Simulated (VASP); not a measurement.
Write the native input for VASP 6.6.1 that does the following.

```
Task                   : single point
Functional             : PBE
Potentials or basis    : VASP PAW PBE potentials, release 64 (Se)
Cutoff                 : 520 eV
k mesh                 : 12 × 12 × 6
Occupations            : gaussian, width 0.01 eV
Spin                   : no spin polarisation
Dipole correction      : no
Further INCAR settings : ALGO = Normal; EDIFF = 1e-06; NBANDS = 16
```

The structure of Se lies in POSCAR:

```
Se
1.0
    4.2926477518      0.0000000000      0.0000000000
   -2.1463238759      3.7175420026      0.0000000000
    0.0000000000      0.0000000000      5.0408570506
Se
3
Direct
    0.2284677957      0.0000000000      0.3333333333
    0.0000000000      0.2284677957      0.6666666667
    0.7715322043      0.7715322043      0.0000000000
```

The input as run:

INCAR

```
PREC = Accurate
ENCUT = 520
EDIFF = 1E-6
ISMEAR = 0
SIGMA = 0.01
LREAL = False
LASPH = True
NELM = 80
ALGO = Normal
ISIF = 2
LWAVE = False
LCHARG = False
GGA = PE
NBANDS = 16
```

KPOINTS

```
Automatic mesh
0
Gamma
  12 12 6
```

Potentials or basis: VASP PAW PBE potentials, release 64 (Se).

Command:

```sh
$ cat potpaw_PBE.64/Se/POTCAR > POTCAR
$ mpirun -np 1 vasp_std > vasp.out
```

It gave:

- Pressure: 2.4 GPa
- Largest force: 0.334 eV/Å
- Band gap on the k mesh: 0.82 eV (least direct gap 0.97 eV)

It took 97 s on 1 thread of Intel Xeon 8259CL, on a shared host, peak memory 0.25 GiB.
